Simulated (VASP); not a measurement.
# Cu (Fm-3m) in VASP: notebook

The runs below take Cu through single point, relaxation of cell and atoms, with PBE.

All numbers are computed with VASP 6.6.1; they aren't measurements. Logs are shortened: lines on timing, memory, paths and dates and some standing lists are left out, and cuts for length are marked.

## (1) The cell of the first run

It takes space group Fm-3m (No. 225, cubic). The conventional cell has a = 3.630 Å, b = 3.630 Å, c = 3.630 Å, α = 90.00°, β = 90.00°, γ = 90.00°. Cu (site symmetry m-3m) has 12 Cu at 2.57 Å within 3.4 Å.

## (2) Single point, PBE

INCAR reads:

```
SYSTEM = Cu
PREC = Accurate
ENCUT = 520
EDIFF = 1E-7
ISMEAR = 0
SIGMA = 0.1
LREAL = .False.
LASPH = .True.
NELM = 100
ALGO = Normal
ISIF = 2
LWAVE = .False.
LCHARG = .True.
GGA = PE
LELF = .True.
LVHAR = .True.
NBANDS = 12
```

KPOINTS reads:

```
Automatic mesh
0
Gamma
  20 20 20
  0 0 0
```

POSCAR reads:

```
Cu
1.0
    0.0000000000      1.8149014050      1.8149014050
    1.8149014050      0.0000000000      1.8149014050
    1.8149014050      1.8149014050      0.0000000000
Cu
1
Direct
    0.0000000000      0.0000000000      0.0000000000
```

Potentials or basis: VASP PAW PBE potentials, release 64 (Cu).

Command:

```console
cat potpaw_PBE.64/Cu/POTCAR > POTCAR
mpirun -np 1 vasp_std > vasp.out
```

OUTCAR:

```text
SYSTEM = Cu
   PREC = Accurate
   ENCUT = 520
   EDIFF = 1E-7
   ISMEAR = 0
   LREAL = .False.
   LASPH = .True.
   NELM = 100
   ISIF = 2
   GGA = PE

 ion  position               nearest neighbor table
   1  0.000  0.000  0.000-

  LATTYP: Found a face centered cubic cell.
 ALAT       =     3.6298028100

  Lattice vectors:

 A1 = (   0.0000000000,   1.8149014050,   1.8149014050)
 A2 = (   1.8149014050,   0.0000000000,   1.8149014050)
 A3 = (   1.8149014050,   1.8149014050,   0.0000000000)

Analysis of symmetry for initial positions (statically):
=====================================================================
 Subroutine PRICEL returns:
 Original cell was already a primitive cell.

 Routine SETGRP: Setting up the symmetry group for a
 face centered cubic supercell.

 Subroutine GETGRP returns: Found 48 space group operations
 (whereof 48 operations were pure point group operations)
 out of a pool of 48 trial point group operations.

The static configuration has the point symmetry O_h .

Analysis of symmetry for dynamics (positions and initial velocities):
=====================================================================
 Subroutine PRICEL returns:
 Original cell was already a primitive cell.

 Routine SETGRP: Setting up the symmetry group for a
 face centered cubic supercell.

 Subroutine GETGRP returns: Found 48 space group operations
 (whereof 48 operations were pure point group operations)
 out of a pool of 48 trial point group operations.

The dynamic configuration has the point symmetry O_h .

 Subroutine INISYM returns: Found 48 space group operations
 (whereof 48 operations are pure point group operations),
 and found     1 'primitive' translations

----------------------------------------------------------------------------------------

                                     Primitive cell

  volume of cell :      11.9561

  direct lattice vectors                    reciprocal lattice vectors
     0.000000000  1.814901405  1.814901405    -0.275497059  0.275497059  0.275497059
     1.814901405  0.000000000  1.814901405     0.275497059 -0.275497059  0.275497059
     1.814901405  1.814901405  0.000000000     0.275497059  0.275497059 -0.275497059

  length of vectors
     2.566658181  2.566658181  2.566658181     0.477174904  0.477174904  0.477174904

  position of ions in fractional coordinates (direct lattice)
     0.000000000  0.000000000  0.000000000

  ion indices of the primitive-cell ions
   primitive index   ion index
[... 75 lines left out ...]
   EDIFFG = 0.1E-05   stopping-criterion for IOM
   NSW    =      0    number of steps for IOM
   IBRION =     -1    ionic relax: 0-MD 1-quasi-New 2-CG
   NFREE  =      0    steps in history (QN), initial steepest desc. (CG)
   ISIF   =      2    stress and relaxation
   ISYM   =      2    0-nonsym 1-usesym 2-fastsym
   POTIM  = 0.5000    time-step for ionic-motion
   TEBEG  =    0.0;   TEEND  =   0.0 temperature during run
   PSTRESS=    0.0 pullay stress
   NELECT =      11.0000    total number of electrons
   NUPDOWN=      -1.0000    fix difference up-down
   EMIN   =  10.00;   EMAX   =-10.00  energy-range for DOS
   EFERMI =   0.00;   METHOD = LEGACY
   ISMEAR =     0;   SIGMA  =   0.10  broadening in eV -4-tet -1-fermi 0-gaus
   EFERMI_NEDOS =   21; number of points for ismear=-14 and -15
   IALGO  =     38    algorithm
   IMIX   =      4    mixing-type and parameters
     AMIX     =   0.40;   BMIX     =  1.00
     AMIX_MAG =   1.60;   BMIX_MAG =  1.00
  volume/ion in A,a.u.               =      11.96        80.68
  Fermi-wavevector in a.u.,A,eV,Ry     =   1.592243  3.008903 34.494005  2.535238
  Thomas-Fermi vector in A             =   2.690658
   LORBIT       =      0    0 simple, 1 ext, 2 COOP (PROOUT), +10 PAW based schemes
   GGA     = PE    functional components
   LHFCALC =     F    Hartree Fock is set to
   AEXX    =    0.0000 exact exchange contribution
   IVDW    =     0    specifies the selected vdW correction
   LEPSILON=     F    determine dielectric tensor
   LRPA    =     F    only Hartree local field effects (RPA)
 non-spin polarized calculation
 Gauss-broadening in eV      SIGMA  =   0.10
  energy-cutoff  :      520.00
  volume of cell :       11.96
 maximum number of plane-waves:       332
   NGX =  9   NGY =  9   NGZ =  9

 number of electron      10.9999997 magnetization

 Free energy of the ion-electron system (eV)
  ---------------------------------------------------
  ext. energy  EPLUGINS =         0.00000000
  ---------------------------------------------------
  free energy    TOTEN  =        -3.72940409 eV

  energy without entropy =       -3.72807053  energy(sigma->0) =       -3.72873731

 E-fermi :   7.4081     XC(G=0): -12.6546

 val. band max:        7.3892559619   @ k =   0.5000   0.2500   0.1000
 cond. band min:       7.4550074316   @ k =   0.5000   0.3500   0.1500
 fundamental gap:      0.0657514697
 Fermi energy:         7.4080907190

 k-point     1 :       0.0000    0.0000    0.0000
  band No.  band energies     occupation
      1      -1.8237      2.00000
      2       4.4465      2.00000
      3       4.4465      2.00000
      4       4.4465      2.00000
      5       5.2530      2.00000
      6       5.2530      2.00000
      7      29.9304      0.00000
      8      32.4797      0.00000
      9      32.4798      0.00000
     10      32.4798      0.00000
     11      34.9626      0.00000
     12      34.9626      0.00000
[... 331 lines left out ...]
 k-point    24 :      -0.3500    0.0500    0.0000
  band No.  band energies     occupation
      1       1.9653      2.00000
      2       4.4725      2.00000
      3       4.5116      2.00000
      4       4.6475      2.00000
      5       5.5629      2.00000
      6       5.8416      2.00000
      7      14.6437      0.00000
      8      27.0871      0.00000
      9      29.4841      0.00000
     10      30.3936      0.00000
     11      32.7251      0.00000
     12      34.4461      0.00000

 [... further k-points ...]
[... 5 lines left out ...]
  --------------------------------------------------------------------------------------
  -------------------------------------------------------------------------------------
  Total        0.0396964      0.0396964      0.0396964      0.0000000     -0.0000000      0.0000000
  in kB        5.3195191      5.3195191      5.3195191      0.0000000     -0.0000000      0.0000000
  external PRESSURE =       5.3195191 kB  Pullay stress =       0.0000000 kB

 VOLUME and BASIS-vectors are now :
 -----------------------------------------------------------------------------
  energy-cutoff  :      520.00
  volume of cell :       11.96
      direct lattice vectors                 reciprocal lattice vectors
     0.000000000  1.814901405  1.814901405    -0.275497059  0.275497059  0.275497059
     1.814901405  0.000000000  1.814901405     0.275497059 -0.275497059  0.275497059
     1.814901405  1.814901405  0.000000000     0.275497059  0.275497059 -0.275497059

 POSITION                                       TOTAL-FORCE (eV/Angst)
 -----------------------------------------------------------------------------------
      0.00000      0.00000      0.00000        -0.000000      0.000000      0.000000
 -----------------------------------------------------------------------------------
    total drift:                                0.000000      0.000000      0.000000

  FREE ENERGIE OF THE ION-ELECTRON SYSTEM (eV)
  ---------------------------------------------------
  free  energy   TOTEN  =        -3.7294040868 eV

  energy  without entropy=       -3.7280705346  energy(sigma->0) =       -3.72873731
```

stdout:

```text
POSCAR found type information on POSCAR Cu
 POSCAR found :  1 types and       1 ions
 scaLAPACK will be used
 LDA part: xc-table for (Slater+PW92), standard interpolation
 POSCAR, INCAR and KPOINTS ok, starting setup
 FFT: planning ... GRIDC
 FFT: planning ... GRID_SOFT
 FFT: planning ... GRID
 WAVECAR not read
 entering main loop
```

Run time: 32 s. Hardware: 1 thread of Intel Xeon Platinum 8259CL at 2.50GHz (Skylake/Cascade Lake), shared host; peak memory 0.15 GiB.

Results:

```
Free energy : -3.7294 eV
Pressure    : 0.5 GPa
```

## (3) Relaxation of cell and atoms, PBE, target pressure 5 GPa, at which the enthalpy is minimised

This run uses another cell than the first one, of 11.56 Å³/atom, 0.967 times its volume.

INCAR reads:

```
SYSTEM = Cu
PREC = Accurate ; ENCUT = 600
EDIFF = 1E-7 ; ISMEAR = 0
SIGMA = 0.1 ; LREAL = .False.
LASPH = .True. ; NELM = 80
ALGO = Fast ; ISIF = 3
LWAVE = .False. ; LCHARG = .False.
GGA = PE ; IBRION = 2
NSW = 70 ; EDIFFG = -0.008
PSTRESS = 50.0
```

KPOINTS is that of step 2.

POSCAR reads:

```
Cu
1.0
    0.0000000000      1.7947423036      1.7947423036
    1.7947423036      0.0000000000      1.7947423036
    1.7947423036      1.7947423036      0.0000000000
Cu
1
Direct
    0.0000000000      0.0000000000      0.0000000000
```

Potentials or basis: VASP PAW PBE potentials, release 64 (Cu).

Command:

```console
cat potpaw_PBE.64/Cu/POTCAR > POTCAR
mpirun -np 1 vasp_std > vasp.out
```

Run time: 28 s. Hardware: 1 thread of Intel Xeon 6975P-C (Granite Rapids), shared host; peak memory 0.15 GiB.

The run converged. Its results:

| Item | Value |
| --- | --- |
| Free energy | -3.7236 eV |
| Relaxed volume | 11.61 Å³/atom |
| Relaxed cell | a = 2.542 Å, b = 2.542 Å, c = 2.542 Å, α = 60.00°, β = 60.00°, γ = 60.00° |
| Space group after relaxing (to 0.05 Å) | Fm-3m (No. 225) |
| Energy change on relaxing (the enthalpy is what falls) | -1.7 meV/atom |
| Ionic steps | 3 |
| Pressure after relaxing | 5.0 GPa |

The path:
| step | energy change (eV) | largest force (eV/Å) | pressure (GPa) | volume (Å³) |
| --- | --- | --- | --- | --- |
| 1 | 0.0000 | 0.0000 | 6.13 | 11.56 |
| 2 | -0.0040 | 0.0000 | 3.61 | 11.70 |
| 3 | -0.0017 | 0.0000 | 5.03 | 11.61 |

Final structure:
```xyz
1
Lattice="0.0000 1.7974 1.7974 1.7974 0.0000 1.7974 1.7974 1.7974 0.0000" Properties=species:S:1:pos:R:3 pbc="T T T"
Cu    0.0000    0.0000    0.0000
```

Levels at points of the mesh, in eV from the Fermi level:
```
           k point  band 3  band 4  band 5  band 6  band 7  band 8  band 9
(0.00, 0.00, 0.00)   -3.05   -3.05   -2.21   -2.21   22.75   25.53   25.53
(0.50, 0.00, 0.00)   -3.09   -1.63   -1.63   -1.03    3.87   21.24   22.36
(0.50, 0.50, 0.00)   -1.64   -1.48   -1.48    1.51    7.26   13.24   13.24
```

Caveat: the cell is relaxed towards a set pressure, so the enthalpy falls and the energy may rise.

## (4) Relaxation of cell and atoms, PBE, target pressure 2 GPa, at which the enthalpy is minimised

This run uses another cell than the first one, of 11.73 Å³/atom, 0.981 times its volume.

INCAR reads:

```
SYSTEM = Cu
PREC     = Accurate       ! precision mode
ENCUT    = 600            ! plane-wave cutoff, eV
EDIFF    = 1E-7           ! SCF threshold, eV
ISMEAR   = 0              ! smearing method
SIGMA    = 0.1            ! smearing width, eV
LREAL    = .False.        ! projectors in reciprocal space
LASPH    = .True.         ! aspherical terms in the spheres
NELM     = 100            ! most SCF steps
ALGO     = Fast           ! electronic algorithm
ISIF     = 3              ! what is computed and relaxed
LWAVE    = .False.        ! write WAVECAR
LCHARG   = .False.        ! write CHGCAR
GGA      = PE             ! functional
IBRION   = 2              ! ionic algorithm
NSW      = 70             ! ionic steps
EDIFFG   = -0.008         ! ionic threshold
PSTRESS  = 20.0
```

KPOINTS reads:

```
regular mesh
0
Gamma
  20 20 20
  0 0 0
```

POSCAR reads:

```
Cu
1.0
    0.0000000000      1.8033002779      1.8033002779
    1.8033002779      0.0000000000      1.8033002779
    1.8033002779      1.8033002779      0.0000000000
Cu
1
Direct
    0.0000000000      0.0000000000      0.0000000000
```

Command:

```console
cat potpaw_PBE.64/Cu/POTCAR > POTCAR
mpirun -np 1 vasp_std > vasp.out
```

It took 30 s on 1 thread of Intel Xeon 6975P-C (Granite Rapids), shared host; peak memory 0.15 GiB.

The run converged. Its results:

```
Free energy                                            : -3.7285 eV
Relaxed volume                                         : 11.84 Å³/atom
Relaxed cell                                           : a = 2.558 Å, b = 2.558 Å, c = 2.558 Å, α = 60.00°, β = 60.00°, γ = 60.00°
Space group after relaxing (to 0.05 Å)                 : Fm-3m (No. 225)
Energy change on relaxing (the enthalpy is what falls) : -1.9 meV/atom
Ionic steps                                            : 3
Pressure after relaxing                                : 2.0 GPa
```

The path:
```csv
step,energy change (eV),largest force (eV/Å),pressure (GPa),volume (Å³)
1,0.0000,0.0000,3.77,11.73
2,-0.0028,0.0000,0.38,11.95
3,-0.0019,0.0000,2.03,11.84
```

Final structure:
```yaml
crystal:
  lattice:
    - [0.00000, 1.80892, 1.80892]
    - [1.80892, 0.00000, 1.80892]
    - [1.80892, 1.80892, 0.00000]
  atoms:
    - { symbol: Cu, position: [0.00000, 0.00000, 0.00000] }
```

Levels at points of the mesh, in eV from the Fermi level:
| k point | band 3 | band 4 | band 5 | band 6 | band 7 | band 8 | band 9 |
| --- | --- | --- | --- | --- | --- | --- | --- |
| (0.00, 0.00, 0.00) | -2.99 | -2.99 | -2.17 | -2.17 | 22.60 | 25.23 | 25.23 |
| (0.50, 0.00, 0.00) | -3.03 | -1.61 | -1.61 | -0.97 | 3.77 | 21.09 | 22.06 |
| (0.50, 0.50, 0.00) | -1.62 | -1.46 | -1.46 | 1.53 | 7.12 | 13.09 | 13.09 |

Caveat: the cell is relaxed towards a set pressure, so the enthalpy falls and the energy may rise.

## (5) Summary

```tsv
task	cell	cutoff (eV)	gap on the mesh (eV)	pressure (GPa)
single point	a = 2.567 Å, angles 60.0°, 1 atom	520	none	0.5
relaxation of cell and atoms	relaxed to 5 GPa from a = 2.538 Å, angles 60.0°, 1 atom	600	none	5.0
relaxation of cell and atoms	relaxed to 2 GPa from a = 2.550 Å, angles 60.0°, 1 atom	600	none	2.0
```

Alike in all rows: level PBE; potentials or basis VASP PAW PBE potentials, release 64 (Cu); no spin polarisation; k mesh 20 × 20 × 20; smearing gaussian 0.1 eV.

Caveats: the cell is relaxed towards a set pressure, so the enthalpy falls and the energy may rise (some runs).

Absolute energies hang on the potentials; compare differences alone.
